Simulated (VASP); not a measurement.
Here is a VASP 6.6.1 calculation.

Contents of INCAR:

```
SYSTEM = Ir
PREC = Accurate
ENCUT = 520
EDIFF = 1E-7
ISMEAR = 0
SIGMA = 0.15
LREAL = .FALSE.
LASPH = .TRUE.
NELM = 100
ALGO = Fast
ISIF = 2
LWAVE = .FALSE.
LCHARG = .FALSE.
GGA = PE
NBANDS = 16
```

File KPOINTS:

```
Automatic mesh
0
G
  18 18 10
  0 0 0
```

File POSCAR:

```
Ir
1.0
    2.9402000000      0.0000000000      0.0000000000
   -1.4701000000      2.5462878922      0.0000000000
    0.0000000000      0.0000000000      4.4529609382
Ir
2
Direct
    0.6666666667      0.3333333333      0.7500000000
    0.3333333333      0.6666666667      0.2500000000
```

Potentials or basis: VASP PAW PBE potentials, release 64 (Ir).

The run is started by

```bash
$ cat potpaw_PBE.64/Ir/POTCAR > POTCAR
$ mpirun -np 1 vasp_std > vasp.out
```

**Question.** Predict the band gap on the k mesh.

**Answer.** Zero (bands 9 and 10 overlap by 2.40 eV).

**Question.** What does it give for the pressure?

**Answer.** -30.8 GPa.

Stress tensor (GPa, compression positive):
```
-34.24   0.00   0.00
  0.00 -34.24   0.00
  0.00   0.00 -24.06
```

Caveat: the stress differs along the axes, from -34 to -24 GPa; spin-orbit coupling is left out, which moves the levels of the heavy elements.
